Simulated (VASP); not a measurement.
# CdS (F-43m) in VASP: notebook

The runs below take CdS through single point, relaxation of cell and atoms, with PBEsol.

All numbers are computed with VASP 6.6.1; they aren't measurements. Logs are shortened: lines on timing, memory, paths and dates and some standing lists are left out, and cuts for length are marked.

### Step 1. The cell of the first run

It takes space group F-43m (No. 216, cubic). Conventional cell: a = 5.886 Å, b = 5.886 Å, c = 5.886 Å, α = 90.00°, β = 90.00°, γ = 90.00°. Within 3.4 Å of Cd (site symmetry -43m) lie 4 S at 2.55 Å. Within 3.4 Å of S (site symmetry -43m) lie 4 Cd at 2.55 Å.

### Step 2. Single point, PBEsol

Contents of INCAR:

```
ALGO     = Normal         # electronic algorithm
EDIFF    = 1E-6           # SCF threshold, eV
ENCUT    = 500            # plane-wave cutoff, eV
GGA      = PS             # functional
GGA_COMPAT= False        
ISIF     = 2              # what is computed and relaxed
ISMEAR   = 0              # smearing method
LASPH    = True           # aspherical terms in the spheres
LCHARG   = False          # write CHGCAR
LREAL    = False          # projectors in reciprocal space
LWAVE    = False          # write WAVECAR
NBANDS   = 16             # bands
NELM     = 120            # most SCF steps
PREC     = Accurate       # precision mode
SIGMA    = 0.1            # smearing width, eV
```

Contents of KPOINTS:

```
k-points
0
Gamma
  6 6 6
```

Contents of POSCAR:

```
CdS
1.0
    0.0000000000      2.9429534600      2.9429534600
    2.9429534600      0.0000000000      2.9429534600
    2.9429534600      2.9429534600      0.0000000000
Cd S
1 1
Direct
    0.0000000000      0.0000000000      0.0000000000
    0.2500000000      0.2500000000      0.2500000000
```

Potentials or basis: VASP PAW PBE potentials, release 64 (Cd, S).

The run is started by

```console
cat potpaw_PBE.64/Cd/POTCAR potpaw_PBE.64/S/POTCAR > POTCAR
mpirun -np 1 vasp_std > vasp.out
```

OUTCAR:

```text
EDIFF = 1E-6
   ENCUT = 500
   GGA = PS
   ISIF = 2
   ISMEAR = 0
   LASPH = True
   LREAL = False
   NELM = 120
   PREC = Accurate

 ion  position               nearest neighbor table
   1  0.000  0.000  0.000-   2 2.55   2 2.55   2 2.55   2 2.55
   2  0.250  0.250  0.250-   1 2.55   1 2.55   1 2.55   1 2.55

  LATTYP: Found a face centered cubic cell.
 ALAT       =     5.8859069200

  Lattice vectors:

 A1 = (   0.0000000000,   2.9429534600,   2.9429534600)
 A2 = (   2.9429534600,   0.0000000000,   2.9429534600)
 A3 = (   2.9429534600,   2.9429534600,   0.0000000000)

Analysis of symmetry for initial positions (statically):
=====================================================================
 Subroutine PRICEL returns:
 Original cell was already a primitive cell.

 Routine SETGRP: Setting up the symmetry group for a
 face centered cubic supercell.

 Subroutine GETGRP returns: Found 24 space group operations
 (whereof 24 operations were pure point group operations)
 out of a pool of 48 trial point group operations.

The static configuration has the point symmetry T_d .

Analysis of symmetry for dynamics (positions and initial velocities):
=====================================================================
 Subroutine PRICEL returns:
 Original cell was already a primitive cell.

 Routine SETGRP: Setting up the symmetry group for a
 face centered cubic supercell.

 Subroutine GETGRP returns: Found 24 space group operations
 (whereof 24 operations were pure point group operations)
 out of a pool of 48 trial point group operations.

The dynamic configuration has the point symmetry T_d .

 Subroutine INISYM returns: Found 24 space group operations
 (whereof 24 operations are pure point group operations),
 and found     1 'primitive' translations

----------------------------------------------------------------------------------------

                                     Primitive cell

  volume of cell :      50.9777

  direct lattice vectors                    reciprocal lattice vectors
     0.000000000  2.942953460  2.942953460    -0.169897352  0.169897352  0.169897352
     2.942953460  0.000000000  2.942953460     0.169897352 -0.169897352  0.169897352
     2.942953460  2.942953460  0.000000000     0.169897352  0.169897352 -0.169897352

  length of vectors
     4.161964697  4.161964697  4.161964697     0.294270846  0.294270846  0.294270846

  position of ions in fractional coordinates (direct lattice)
     0.000000000  0.000000000  0.000000000
     0.250000000  0.250000000  0.250000000

  ion indices of the primitive-cell ions
   primitive index   ion index
                 1           1
                 2           2

----------------------------------------------------------------------------------------

 KPOINTS: k-points

Automatic generation of k-mesh.
 Grid dimensions read from file:
 generate k-points for:    6    6    6

 Generating k-lattice:

  Cartesian coordinates                     Fractional coordinates (reciprocal lattice)
    -0.028316225  0.028316225  0.028316225     0.166666667  0.000000000  0.000000000
     0.028316225 -0.028316225  0.028316225     0.000000000  0.166666667  0.000000000
     0.028316225  0.028316225 -0.028316225     0.000000000  0.000000000  0.166666667

  Length of vectors
     0.049045141  0.049045141  0.049045141

  Shift w.r.t. Gamma in fractional coordinates (k-lattice)
     0.000000000  0.000000000  0.000000000

 Subroutine IBZKPT returns following result:
 ===========================================

 Found     16 irreducible k-points:

 Following reciprocal coordinates:
            Coordinates               Weight
  0.000000  0.000000  0.000000      1.000000
  0.166667  0.000000  0.000000      8.000000
  0.333333  0.000000  0.000000      8.000000
  0.500000  0.000000  0.000000      4.000000
  0.166667  0.166667  0.000000      6.000000
  0.333333  0.166667  0.000000     24.000000
[... 8 lines left out ...]
 -0.333333  0.333333  0.166667     24.000000
 -0.333333  0.500000  0.166667     12.000000
   k-points           NKPTS =     16   k-points in BZ     NKDIM =     16   number of bands    NBANDS=     16
   number of dos      NEDOS =    301   number of ions     NIONS =      2
   total plane-waves  NPLWV =  27000
   dimension x,y,z NGX =    30 NGY =   30 NGZ =   30
   dimension x,y,z NGXF=    60 NGYF=   60 NGZF=   60
   ions per type =               1   1
   NGX,Y,Z   is equivalent  to a cutoff of  11.98, 11.98, 11.98 a.u.
   NGXF,Y,Z  is equivalent  to a cutoff of  23.97, 23.97, 23.97 a.u.
 SYSTEM =  unknown system
   PREC   = accura    normal or accurate (medium, high low for compatibility)
   ISTART =      0    job   : 0-new  1-cont  2-samecut
   ICHARG =      2    charge: 1-file 2-atom 10-const
   ISPIN  =      1    spin polarized calculation?
   LNONCOLLINEAR =      F non collinear calculations
   LSORBIT =      F    spin-orbit coupling
   LASPH  =      T    aspherical Exc in radial PAW
   ENCUT  =  500.0 eV  36.75 Ry    6.06 a.u.   7.59  7.59  7.59*2*pi/ulx,y,z
   NELM   =    120;   NELMIN=  2; NELMDL= -5     # of ELM steps
   EDIFF  = 0.1E-05   stopping-criterion for ELM
   LREAL  =      F    real-space projection
   EDIFFG = 0.1E-04   stopping-criterion for IOM
   NSW    =      0    number of steps for IOM
   IBRION =     -1    ionic relax: 0-MD 1-quasi-New 2-CG
   NFREE  =      0    steps in history (QN), initial steepest desc. (CG)
   ISIF   =      2    stress and relaxation
   ISYM   =      2    0-nonsym 1-usesym 2-fastsym
   POTIM  = 0.5000    time-step for ionic-motion
   TEBEG  =    0.0;   TEEND  =   0.0 temperature during run
   PSTRESS=    0.0 pullay stress
   NELECT =      18.0000    total number of electrons
   NUPDOWN=      -1.0000    fix difference up-down
   EMIN   =  10.00;   EMAX   =-10.00  energy-range for DOS
   EFERMI =   0.00;   METHOD = LEGACY
   ISMEAR =     0;   SIGMA  =   0.10  broadening in eV -4-tet -1-fermi 0-gaus
   EFERMI_NEDOS =   21; number of points for ismear=-14 and -15
   IALGO  =     38    algorithm
   IMIX   =      4    mixing-type and parameters
     AMIX     =   0.40;   BMIX     =  1.00
     AMIX_MAG =   1.60;   BMIX_MAG =  1.00
  volume/ion in A,a.u.               =      25.49       172.01
  Fermi-wavevector in a.u.,A,eV,Ry     =   1.157104  2.186609 18.216690  1.338889
  Thomas-Fermi vector in A             =   2.293718
   LORBIT       =      0    0 simple, 1 ext, 2 COOP (PROOUT), +10 PAW based schemes
   GGA     = PS    functional components
   LHFCALC =     F    Hartree Fock is set to
   AEXX    =    0.0000 exact exchange contribution
   IVDW    =     0    specifies the selected vdW correction
   LEPSILON=     F    determine dielectric tensor
   LRPA    =     F    only Hartree local field effects (RPA)
 non-spin polarized calculation
 Gauss-broadening in eV      SIGMA  =   0.10
  energy-cutoff  :      500.00
  volume of cell :       50.98
 maximum number of plane-waves:      1308
   NGX = 15   NGY = 15   NGZ = 15

 number of electron      17.9999991 magnetization

 Free energy of the ion-electron system (eV)
  ---------------------------------------------------
  ext. energy  EPLUGINS =         0.00000000
  ---------------------------------------------------
  free energy    TOTEN  =        -6.80533883 eV

  energy without entropy =       -6.80533883  energy(sigma->0) =       -6.80533883

 E-fermi :   1.4206     XC(G=0):  -9.2505

 val. band max:        0.9857956816   @ k =   0.0000   0.0000   0.0000
 cond. band min:       1.9355956417   @ k =   0.0000   0.0000   0.0000
 fundamental gap:      0.9497999601
 Fermi energy:         1.4205668186

 k-point     1 :       0.0000    0.0000    0.0000
  band No.  band energies     occupation
      1     -11.2342      2.00000
      2      -6.6485      2.00000
      3      -6.6485      2.00000
      4      -6.6485      2.00000
      5      -6.1970      2.00000
      6      -6.1970      2.00000
[... 8 lines left out ...]
     15      12.3872      0.00000
     16      12.3872      0.00000

 k-point     2 :       0.1667    0.0000    0.0000
  band No.  band energies     occupation
      1     -11.1313      2.00000
      2      -6.6130      2.00000
      3      -6.6130      2.00000
      4      -6.5531      2.00000
      5      -6.1978      2.00000
      6      -6.1978      2.00000
[... 8 lines left out ...]
     15      11.5713      0.00000
     16      12.5279      0.00000

 k-point     3 :       0.3333    0.0000    0.0000
  band No.  band energies     occupation
      1     -10.9242      2.00000
      2      -6.5550      2.00000
      3      -6.5550      2.00000
      4      -6.2012      2.00000
      5      -6.1816      2.00000
      6      -6.1816      2.00000
[... 8 lines left out ...]
     15      11.9760      0.00000
     16      11.9760      0.00000

 k-point     4 :       0.5000    0.0000    0.0000
  band No.  band energies     occupation
      1     -10.8212      2.00000
      2      -6.5351      2.00000
      3      -6.5351      2.00000
      4      -6.1619      2.00000
      5      -6.1619      2.00000
      6      -5.8394      2.00000
[... 8 lines left out ...]
     15      13.4255      0.00000
     16      13.4255      0.00000
[... 172 lines left out ...]
 k-point    14 :       0.5000    0.3333    0.1667
  band No.  band energies     occupation
      1     -10.7922      2.00000
      2      -6.4707      2.00000
      3      -6.4624      2.00000
      4      -6.2873      2.00000
      5      -6.1599      2.00000
      6      -5.9200      2.00000
[... 8 lines left out ...]
     15      13.7878      0.00000
     16      14.0828      0.00000

 k-point    15 :      -0.3333    0.3333    0.1667
  band No.  band energies     occupation
      1     -10.7268      2.00000
      2      -6.4669      2.00000
      3      -6.4264      2.00000
      4      -6.2360      2.00000
      5      -6.1797      2.00000
      6      -5.6728      2.00000
[... 8 lines left out ...]
     15      13.2638      0.00000
     16      14.1786      0.00000

 k-point    16 :      -0.3333    0.5000    0.1667
  band No.  band energies     occupation
      1     -10.6949      2.00000
      2      -6.4318      2.00000
      3      -6.3932      2.00000
      4      -6.2708      2.00000
      5      -6.1575      2.00000
      6      -5.6445      2.00000
[... 8 lines left out ...]
     15      14.0786      0.00000
     16      14.0928      0.00000

------------------------ aborting loop because EDIFF is reached ----------------------------------------

  FORCE on cell =-STRESS in cart. coord.  units (eV):
  Direction    XX          YY          ZZ          XY          YZ          ZX
  --------------------------------------------------------------------------------------
  -------------------------------------------------------------------------------------
  Total       -0.4626772     -0.4626772     -0.4626772     -0.0000000     -0.0000000      0.0000000
  in kB      -14.5414776    -14.5414776    -14.5414776     -0.0000000     -0.0000000      0.0000000
  external PRESSURE =     -14.5414776 kB  Pullay stress =       0.0000000 kB

 VOLUME and BASIS-vectors are now :
 -----------------------------------------------------------------------------
  energy-cutoff  :      500.00
  volume of cell :       50.98
      direct lattice vectors                 reciprocal lattice vectors
     0.000000000  2.942953460  2.942953460    -0.169897352  0.169897352  0.169897352
     2.942953460  0.000000000  2.942953460     0.169897352 -0.169897352  0.169897352
     2.942953460  2.942953460  0.000000000     0.169897352  0.169897352 -0.169897352

 POSITION                                       TOTAL-FORCE (eV/Angst)
 -----------------------------------------------------------------------------------
      0.00000      0.00000      0.00000        -0.000000     -0.000000     -0.000000
      1.47148      1.47148      1.47148         0.000000      0.000000      0.000000
 -----------------------------------------------------------------------------------
    total drift:                                0.000000      0.000000     -0.000000

  FREE ENERGIE OF THE ION-ELECTRON SYSTEM (eV)
  ---------------------------------------------------
  free  energy   TOTEN  =        -6.8053388284 eV

  energy  without entropy=       -6.8053388284  energy(sigma->0) =       -6.80533883
```

Run time: 6.1 s. Hardware: 1 thread of Intel Xeon 6975P-C (Granite Rapids), shared host; peak memory 0.16 GiB.

Results:

* Free energy: -6.8053 eV
* Pressure: -1.5 GPa
* Band gap on the k mesh: 0.95 eV

Caveat: the PAW data sets were made with another functional, which shifts forces and pressure a little.

### Step 3. Single point, PBEsol

This run uses another cell than the first one, of 24.69 Å³/atom.

Contents of INCAR:

```
SYSTEM = CdS
PREC     = Accurate       ! precision mode
ENCUT    = 500            ! plane-wave cutoff, eV
EDIFF    = 1E-6           ! SCF threshold, eV
ISMEAR   = 0              ! smearing method
SIGMA    = 0.02           ! smearing width, eV
LREAL    = .False.        ! projectors in reciprocal space
LASPH    = .True.         ! aspherical terms in the spheres
NELM     = 120            ! most SCF steps
ALGO     = Normal         ! electronic algorithm
ISIF     = 2              ! what is computed and relaxed
LWAVE    = .False.        ! write WAVECAR
LCHARG   = .True.         ! write CHGCAR
GGA      = PS             ! functional
LELF     = .True.         ! ELF
LVHAR    = .True.       
NBANDS   = 16             ! bands
GGA_COMPAT= .False.
```

Contents of KPOINTS:

```
Automatic mesh
0
Gamma
  8 8 8
  0 0 0
```

Contents of POSCAR:

```
CdS
1.0
    0.0000000000      2.9119468224      2.9119468224
    2.9119468224      0.0000000000      2.9119468224
    2.9119468224      2.9119468224      0.0000000000
Cd S
1 1
Direct
    0.0000000000      0.0000000000      0.0000000000
    0.2500000000      0.2500000000      0.2500000000
```

Potentials or basis: VASP PAW PBE potentials, release 64 (Cd, S).

The run is started by

```console
cat potpaw_PBE.64/Cd/POTCAR potpaw_PBE.64/S/POTCAR > POTCAR
mpirun -np 1 vasp_std > vasp.out
```

OUTCAR:

```text
SYSTEM = CdS
   PREC = Accurate
   ENCUT = 500
   EDIFF = 1E-6
   ISMEAR = 0
   LREAL = .False.
   LASPH = .True.
   NELM = 120
   ISIF = 2
   GGA = PS

 ion  position               nearest neighbor table
   1  0.000  0.000  0.000-   2 2.52   2 2.52   2 2.52   2 2.52
   2  0.250  0.250  0.250-   1 2.52   1 2.52   1 2.52   1 2.52

  LATTYP: Found a face centered cubic cell.
 ALAT       =     5.8238936448

  Lattice vectors:

 A1 = (   0.0000000000,   2.9119468224,   2.9119468224)
[... 641 lines left out ...]

------------------------ aborting loop because EDIFF is reached ----------------------------------------

  FORCE on cell =-STRESS in cart. coord.  units (eV):
  Direction    XX          YY          ZZ          XY          YZ          ZX
  --------------------------------------------------------------------------------------
  -------------------------------------------------------------------------------------
  Total        0.1232312      0.1232312      0.1232312      0.0000000      0.0000000      0.0000000
  in kB        3.9980766      3.9980766      3.9980766      0.0000000      0.0000000      0.0000000
  external PRESSURE =       3.9980766 kB  Pullay stress =       0.0000000 kB

 VOLUME and BASIS-vectors are now :
 -----------------------------------------------------------------------------
  energy-cutoff  :      500.00
  volume of cell :       49.38
      direct lattice vectors                 reciprocal lattice vectors
     0.000000000  2.911946822  2.911946822    -0.171706432  0.171706432  0.171706432
     2.911946822  0.000000000  2.911946822     0.171706432 -0.171706432  0.171706432
     2.911946822  2.911946822  0.000000000     0.171706432  0.171706432 -0.171706432

 POSITION                                       TOTAL-FORCE (eV/Angst)
 -----------------------------------------------------------------------------------
      0.00000      0.00000      0.00000         0.000000      0.000000      0.000000
      1.45597      1.45597      1.45597        -0.000000      0.000000     -0.000000
 -----------------------------------------------------------------------------------
    total drift:                               -0.000000     -0.000000     -0.000000

  FREE ENERGIE OF THE ION-ELECTRON SYSTEM (eV)
  ---------------------------------------------------
  free  energy   TOTEN  =        -6.8130053169 eV

  energy  without entropy=       -6.8130053169  energy(sigma->0) =       -6.81300532
```

OSZICAR:

```text
N       E                     dE             d eps       ncg     rms          rms(c)
DAV:   1     0.109353224627E+03    0.10935E+03   -0.89706E+03   952   0.100E+03
DAV:   2    -0.316279791458E+01   -0.11252E+03   -0.10659E+03  1128   0.253E+02
DAV:   3    -0.728697967995E+01   -0.41242E+01   -0.41170E+01  1136   0.513E+01
DAV:   4    -0.731184167512E+01   -0.24862E-01   -0.24859E-01  1256   0.387E+00
DAV:   5    -0.731216374858E+01   -0.32207E-03   -0.32207E-03  1064   0.412E-01    0.788E+00
DAV:   6    -0.683559874473E+01    0.47657E+00   -0.78947E-01  1384   0.122E+01    0.634E+00
DAV:   7    -0.681552665392E+01    0.20072E-01   -0.16455E-01  1168   0.288E+00    0.301E+00
DAV:   8    -0.681317032702E+01    0.23563E-02   -0.16964E-02  1104   0.164E+00    0.255E-01
DAV:   9    -0.681293022603E+01    0.24010E-03   -0.20268E-03  1120   0.683E-01    0.520E-02
DAV:  10    -0.681296606808E+01   -0.35842E-04   -0.19575E-04  1152   0.164E-01    0.579E-02
DAV:  11    -0.681300814441E+01   -0.42076E-04   -0.68475E-05  1112   0.751E-02    0.203E-02
DAV:  12    -0.681300472680E+01    0.34176E-05   -0.13816E-05  1208   0.455E-02    0.816E-03
DAV:  13    -0.681300531693E+01   -0.59013E-06   -0.23609E-06  1064   0.889E-03
   1 F= -.68130053E+01 E0= -.68130053E+01  d E =-.366523E-31
```

It took 11 s on 1 thread of Intel Xeon 6975P-C (Granite Rapids), shared host; peak memory 0.17 GiB.

What came out:

```yaml
Free_energy: -6.8130 eV
Pressure: 0.4 GPa
Band_gap_on_the_k_mesh: 1.02 eV
```

Levels at points of the mesh, in eV from the valence-band top:
| k point | band 6 | band 7 | band 8 | band 9 | band 10 | band 11 | band 12 | band 13 |
| --- | --- | --- | --- | --- | --- | --- | --- | --- |
| (0.00, 0.00, 0.00) | -7.25 | 0.00 | 0.00 | 0.00 | 1.02 | 6.44 | 6.44 | 6.44 |
| (0.50, 0.00, 0.00) | -6.87 | -4.51 | -0.77 | -0.77 | 2.90 | 6.91 | 6.91 | 7.34 |
| (0.50, 0.50, 0.00) | -6.80 | -4.04 | -1.93 | -1.93 | 3.38 | 4.26 | 9.10 | 10.70 |

Caveat: the PAW data sets were made with another functional, which shifts forces and pressure a little.

[end of part 1 of 2]
